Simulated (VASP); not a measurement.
# LiTa2O6 in VASP: notebook

LiTa2O6 is run at these levels: PBEsol; tasks: single point.

Program: VASP 6.6.1. These are calculated values, not measurements. Logs are shortened: lines on timing, memory, paths and dates and some standing lists are left out, and cuts for length are marked.

## (1) The cell of the first run

It takes space group R3 (No. 146, trigonal). The conventional cell has a = 5.293 Å, b = 5.293 Å, c = 14.012 Å, α = 90.00°, β = 90.00°, γ = 120.00°. Li (site symmetry 3) has 6 O at 2.08 to 2.37 Å within 2.8 Å. Within 2.6 Å of Ta (site symmetry 3) lie 6 O at 1.97 to 2.01 Å. Within 2.6 Å of Ta (site symmetry 3) lie 6 O at 1.96 to 2.03 Å. O (site symmetry 1) has 2 Ta at 1.97 to 2.03 Å and 1 Li at 2.37 Å and 6 O at 2.66 to 2.77 Å within 2.8 Å. Within 3.0 Å of O (site symmetry 1) lie 2 Ta at 1.96 to 2.01 Å and 1 Li at 2.08 Å and 8 O at 2.69 to 2.98 Å.

## (2) Single point, PBEsol

INCAR reads:

```
SYSTEM = LiTa2O6
PREC = Accurate ; ENCUT = 520
EDIFF = 1E-6 ; ISMEAR = -1
SIGMA = 0.05 ; LREAL = .FALSE.
LASPH = .TRUE. ; NELM = 60
ALGO = Normal ; ISIF = 2
LWAVE = .FALSE. ; LCHARG = .TRUE.
GGA = PS ; LELF = .TRUE.
LVHAR = .TRUE. ; NBANDS = 40
```

KPOINTS reads:

```
Automatic mesh
0
G
  5 5 5
  0 0 0
```

POSCAR reads:

```
LiTa2O6
1.0
    5.2929823200      0.0000000000      0.0000000000
    2.6464908400      4.5838569700      0.0000000000
    2.6464912600      1.5279522100      4.6707085600
Li Ta O
1 2 6
Direct
    0.2154080000      0.2154080000      0.3537760000
    0.5019260000      0.5019260000      0.4942220000
    0.9923290000      0.9923290000      0.0230130000
    0.7601310000      0.1831860000      0.7399190000
    0.1831860000      0.3167640000      0.7399190000
    0.3167640000      0.7601310000      0.7399190000
    0.8691240000      0.6323380000      0.2468780000
    0.6323380000      0.2516600000      0.2468780000
    0.2516600000      0.8691250000      0.2468770000
```

Potentials or basis: VASP PAW PBE potentials, release 64 (Li_sv, Ta_pv, O).

Command:

```sh
$ cat potpaw_PBE.64/Li_sv/POTCAR potpaw_PBE.64/Ta_pv/POTCAR potpaw_PBE.64/O/POTCAR > POTCAR
$ mpirun -np 1 vasp_std > vasp.out
```

OUTCAR:

```text
SYSTEM = LiTa2O6
   PREC = Accurate
   ENCUT = 520
   EDIFF = 1E-6
   ISMEAR = -1
   LREAL = .FALSE.
   LASPH = .TRUE.
   NELM = 60
   ISIF = 2
   GGA = PS

 ion  position               nearest neighbor table
   1  0.215  0.215  0.354-   9 2.08   8 2.08   7 2.08
   2  0.502  0.502  0.494-   6 1.97   5 1.97   4 1.97   8 2.01   7 2.01   9 2.01
   3  0.992  0.992  0.023-   9 1.96   7 1.96   8 1.96   5 2.03   6 2.03   4 2.03
   4  0.760  0.183  0.740-   2 1.97   3 2.03
   5  0.183  0.317  0.740-   2 1.97   3 2.03
   6  0.317  0.760  0.740-   2 1.97   3 2.03
   7  0.869  0.632  0.247-   3 1.96   2 2.01   1 2.08
   8  0.632  0.252  0.247-   3 1.96   2 2.01   1 2.08
   9  0.252  0.869  0.247-   3 1.96   2 2.01   1 2.08

  LATTYP: Found a trigonal (rhomboedric) cell.
 ALAT       =     5.5815832287
 COS(alpha) =     0.5503691779

  Lattice vectors:

 A1 = (  -2.6464910600,   1.5279522100,   4.6707085600)
 A2 = (   0.0000004200,  -3.0559047600,   4.6707085600)
 A3 = (   2.6464912600,   1.5279522100,   4.6707085600)

Analysis of symmetry for initial positions (statically):
=====================================================================
 Subroutine PRICEL returns:
 Original cell was already a primitive cell.

 Routine SETGRP: Setting up the symmetry group for a
 trigonal (rhombohedral) supercell.

 Subroutine GETGRP returns: Found  3 space group operations
 (whereof  3 operations were pure point group operations)
 out of a pool of 12 trial point group operations.

The static configuration has the point symmetry C_3 .

Analysis of symmetry for dynamics (positions and initial velocities):
=====================================================================
 Subroutine PRICEL returns:
 Original cell was already a primitive cell.

 Routine SETGRP: Setting up the symmetry group for a
 trigonal (rhombohedral) supercell.

 Subroutine GETGRP returns: Found  3 space group operations
 (whereof  3 operations were pure point group operations)
 out of a pool of 12 trial point group operations.

The dynamic configuration has the point symmetry C_3 .

 Subroutine INISYM returns: Found  3 space group operations
 (whereof  3 operations are pure point group operations),
 and found     1 'primitive' translations

----------------------------------------------------------------------------------------

                                     Primitive cell

  volume of cell :     113.3220

  direct lattice vectors                    reciprocal lattice vectors
     5.292982320  0.000000000  0.000000000     0.188929405 -0.109078434 -0.071366770
     2.646490840  4.583856970  0.000000000     0.000000000  0.218156894 -0.071366754
     2.646491260  1.527952210  4.670708560     0.000000000  0.000000000  0.214100278

  length of vectors
     5.292982320  5.292982003  5.581583324     0.229533528  0.229533536  0.214100278

  position of ions in fractional coordinates (direct lattice)
     0.215408000  0.215408000  0.353776000
     0.501926000  0.501926000  0.494222000
     0.992329000  0.992329000  0.023013000
     0.760131000  0.183186000  0.739919000
     0.183186000  0.316764000  0.739919000
     0.316764000  0.760131000  0.739919000
     0.869124000  0.632338000  0.246878000
     0.632338000  0.251660000  0.246878000
     0.251660000  0.869125000  0.246877000

  ion indices of the primitive-cell ions
   primitive index   ion index
                 1           1
                 2           2
                 3           3
                 4           4
                 5           5
                 6           6
                 7           7
                 8           8
                 9           9

----------------------------------------------------------------------------------------

 KPOINTS: Automatic mesh

Automatic generation of k-mesh.
 Grid dimensions read from file:
 generate k-points for:    5    5    5

 Generating k-lattice:

  Cartesian coordinates                     Fractional coordinates (reciprocal lattice)
     0.037785881 -0.021815687 -0.014273354     0.200000000  0.000000000  0.000000000
     0.000000000  0.043631379 -0.014273351     0.000000000  0.200000000 -0.000000000
     0.000000000  0.000000000  0.042820056     0.000000000  0.000000000  0.200000000

  Length of vectors
     0.045906706  0.045906707  0.042820056

  Shift w.r.t. Gamma in fractional coordinates (k-lattice)
     0.000000000  0.000000000  0.000000000

 Subroutine IBZKPT returns following result:
 ===========================================

 Found     23 irreducible k-points:

 Following reciprocal coordinates:
            Coordinates               Weight
  0.000000  0.000000  0.000000      1.000000
  0.200000  0.000000 -0.000000      6.000000
  0.400000 -0.000000 -0.000000      6.000000
  0.200000  0.200000 -0.000000      6.000000
  0.400000  0.200000 -0.000000      6.000000
 -0.200000  0.200000  0.200000      6.000000
[... 15 lines left out ...]
  0.000000  0.000000  0.400000      2.000000
 -0.200000 -0.000000  0.400000      6.000000
   k-points           NKPTS =     23   k-points in BZ     NKDIM =     23   number of bands    NBANDS=     40
   number of dos      NEDOS =    301   number of ions     NIONS =      9
   total plane-waves  NPLWV =  67200
   dimension x,y,z NGX =    40 NGY =   40 NGZ =   42
   dimension x,y,z NGXF=    80 NGYF=   80 NGZF=   84
   ions per type =               1   2   6
   NGX,Y,Z   is equivalent  to a cutoff of  12.56, 12.56, 12.51 a.u.
   NGXF,Y,Z  is equivalent  to a cutoff of  25.13, 25.13, 25.02 a.u.
 SYSTEM =  LiTa2O6
   PREC   = accura    normal or accurate (medium, high low for compatibility)
   ISTART =      0    job   : 0-new  1-cont  2-samecut
   ICHARG =      2    charge: 1-file 2-atom 10-const
   ISPIN  =      1    spin polarized calculation?
   LNONCOLLINEAR =      F non collinear calculations
   LSORBIT =      F    spin-orbit coupling
   LASPH  =      T    aspherical Exc in radial PAW
   ENCUT  =  520.0 eV  38.22 Ry    6.18 a.u.   9.84  9.84 10.38*2*pi/ulx,y,z
   NELM   =     60;   NELMIN=  2; NELMDL= -5     # of ELM steps
   EDIFF  = 0.1E-05   stopping-criterion for ELM
   LREAL  =      F    real-space projection
   EDIFFG = 0.1E-04   stopping-criterion for IOM
   NSW    =      0    number of steps for IOM
   IBRION =     -1    ionic relax: 0-MD 1-quasi-New 2-CG
   NFREE  =      0    steps in history (QN), initial steepest desc. (CG)
   ISIF   =      2    stress and relaxation
   ISYM   =      2    0-nonsym 1-usesym 2-fastsym
   POTIM  = 0.5000    time-step for ionic-motion
   TEBEG  =    0.0;   TEEND  =   0.0 temperature during run
   PSTRESS=    0.0 pullay stress
   NELECT =      61.0000    total number of electrons
   NUPDOWN=      -1.0000    fix difference up-down
   EMIN   =  10.00;   EMAX   =-10.00  energy-range for DOS
   EFERMI =   0.00;   METHOD = LEGACY
   ISMEAR =    -1;   SIGMA  =   0.05  broadening in eV -4-tet -1-fermi 0-gaus
   EFERMI_NEDOS =   21; number of points for ismear=-14 and -15
   IALGO  =     38    algorithm
   IMIX   =      4    mixing-type and parameters
     AMIX     =   0.40;   BMIX     =  1.00
     AMIX_MAG =   1.60;   BMIX_MAG =  1.00
  volume/ion in A,a.u.               =      12.59        84.97
  Fermi-wavevector in a.u.,A,eV,Ry     =   1.331721  2.516588 24.129683  1.773482
  Thomas-Fermi vector in A             =   2.460711
   LORBIT       =      0    0 simple, 1 ext, 2 COOP (PROOUT), +10 PAW based schemes
   GGA     = PS    functional components
   LHFCALC =     F    Hartree Fock is set to
   AEXX    =    0.0000 exact exchange contribution
   IVDW    =     0    specifies the selected vdW correction
   LEPSILON=     F    determine dielectric tensor
   LRPA    =     F    only Hartree local field effects (RPA)
 non-spin polarized calculation
  energy-cutoff  :      520.00
  volume of cell :      113.32
 maximum number of plane-waves:      3066
   NGX = 19   NGY = 19   NGZ = 21

 number of electron      61.0000000 magnetization

 Free energy of the ion-electron system (eV)
  ---------------------------------------------------
  ext. energy  EPLUGINS =         0.00000000
  ---------------------------------------------------
  free energy    TOTEN  =       -80.79087245 eV

  energy without entropy =      -80.73006112  energy(sigma->0) =      -80.76046678

 E-fermi :   0.4438     XC(G=0): -10.2902

 val. band max:        0.4305572469   @ k =   0.4000  -0.0000  -0.0000
 cond. band min:       0.4445592590   @ k =  -0.2000   0.2000   0.0000
 fundamental gap:      0.0140020121
 Fermi energy:         0.4438397681

 k-point     1 :       0.0000    0.0000    0.0000
  band No.  band energies     occupation
      1     -41.9015      2.00000
      2     -33.3904      2.00000
      3     -33.3904      2.00000
      4     -33.3759      2.00000
      5     -33.2893      2.00000
      6     -33.2893      2.00000
[... 32 lines left out ...]
     39       8.6749      0.00000
     40       8.6749      0.00000

 k-point     2 :       0.2000    0.0000   -0.0000
  band No.  band energies     occupation
      1     -41.9015      2.00000
      2     -33.3825      2.00000
      3     -33.3808      2.00000
      4     -33.3657      2.00000
      5     -33.2999      2.00000
      6     -33.2980      2.00000
[... 32 lines left out ...]
     39       8.7139      0.00000
     40       8.8722      0.00000

 k-point     3 :       0.4000   -0.0000   -0.0000
  band No.  band energies     occupation
      1     -41.9015      2.00000
      2     -33.3608      2.00000
      3     -33.3580      2.00000
      4     -33.3428      2.00000
      5     -33.3236      2.00000
      6     -33.3206      2.00000
[... 32 lines left out ...]
     39       9.3420      0.00000
     40       9.7359      0.00000

 k-point     4 :       0.2000    0.2000   -0.0000
  band No.  band energies     occupation
      1     -41.9015      2.00000
      2     -33.3924      2.00000
      3     -33.3843      2.00000
      4     -33.3489      2.00000
      5     -33.3187      2.00000
      6     -33.2876      2.00000
[... 32 lines left out ...]
     39       8.6296      0.00000
     40       9.2132      0.00000
[... 729 lines left out ...]
     39       8.8380      0.00000
     40       9.6906      0.00000

 k-point    22 :       0.0000    0.0000    0.4000
  band No.  band energies     occupation
      1     -41.9014      2.00000
      2     -33.3627      2.00000
      3     -33.3555      2.00000
      4     -33.3415      2.00000
      5     -33.3252      2.00000
      6     -33.3179      2.00000
[... 32 lines left out ...]
     39       9.4023      0.00000
     40       9.5563      0.00000

 k-point    23 :      -0.2000   -0.0000    0.4000
  band No.  band energies     occupation
      1     -41.9015      2.00000
      2     -33.3837      2.00000
      3     -33.3623      2.00000
      4     -33.3490      2.00000
      5     -33.3193      2.00000
      6     -33.3034      2.00000
[... 32 lines left out ...]
     39       9.4168      0.00000
     40       9.6551      0.00000

------------------------ aborting loop because EDIFF is reached ----------------------------------------

  FORCE on cell =-STRESS in cart. coord.  units (eV):
  Direction    XX          YY          ZZ          XY          YZ          ZX
  --------------------------------------------------------------------------------------
  -------------------------------------------------------------------------------------
  Total       -3.7666842     -3.7666839     -4.2376876     -0.0000001      0.0000001     -0.0000002
  in kB      -53.2544030    -53.2543988    -59.9135764     -0.0000018      0.0000015     -0.0000027
  external PRESSURE =     -55.4741261 kB  Pullay stress =       0.0000000 kB

 VOLUME and BASIS-vectors are now :
 -----------------------------------------------------------------------------
  energy-cutoff  :      520.00
  volume of cell :      113.32
      direct lattice vectors                 reciprocal lattice vectors
     5.292982320  0.000000000  0.000000000     0.188929405 -0.109078434 -0.071366770
     2.646490840  4.583856970  0.000000000     0.000000000  0.218156894 -0.071366754
     2.646491260  1.527952210  4.670708560     0.000000000  0.000000000  0.214100278

 POSITION                                       TOTAL-FORCE (eV/Angst)
 -----------------------------------------------------------------------------------
      2.64649      1.52795      1.65238         0.000000     -0.000000      0.083703
      5.29298      3.05590      2.30837         0.000000     -0.000000      0.263562
      7.93947      4.58386      0.10749        -0.000000      0.000000     -0.231492
      6.46635      1.97026      3.45595         0.074035      0.174493     -0.028848
      3.76610      2.58256      3.45595         0.114098     -0.151362     -0.028848
      5.64650      4.61489      3.45595        -0.188133     -0.023131     -0.028848
      6.92710      3.27576      1.15310        -0.054207      0.148334     -0.009743
      4.66633      1.53079      1.15310         0.155565     -0.027222     -0.009743
      4.28552      4.36116      1.15309        -0.101358     -0.121112     -0.009743
 -----------------------------------------------------------------------------------
    total drift:                               -0.001359     -0.003328     -0.000486

  FREE ENERGIE OF THE ION-ELECTRON SYSTEM (eV)
  ---------------------------------------------------
  free  energy   TOTEN  =       -80.7908724521 eV

  energy  without entropy=      -80.7300611150  energy(sigma->0) =      -80.76046678
```

Wall time 3.2 min (1 thread of Intel Xeon 8259CL, shared host); peak memory 0.29 GiB.

What came out:

- Free energy: -80.7909 eV
- Largest force: 0.264 eV/Å
- Band gap on the k mesh: zero (an odd number of electrons rules out a gap without spin polarisation)

Forces in eV/Å, atoms in the order of the input:
```
Li   0.000  0.000  0.084
Ta   0.000  0.000  0.264
Ta   0.000  0.000 -0.231
O    0.074  0.174 -0.029
O    0.114 -0.151 -0.029
O   -0.188 -0.023 -0.029
O   -0.054  0.148 -0.010
O    0.156 -0.027 -0.010
O   -0.101 -0.121 -0.010
```

Caveat: the cutoff is under 1.25 times the usual one of these potentials, so pressure, stress and relaxed cells hold a basis-set (Pulay) error; the PAW data sets were made with another functional, which shifts forces and pressure a little; spin-orbit coupling is left out, which moves the levels of the heavy elements; an odd number of electrons without spin polarisation forces a metal; a magnetic or distorted state may lie lower.

(Part 1 of 2 ends here.)
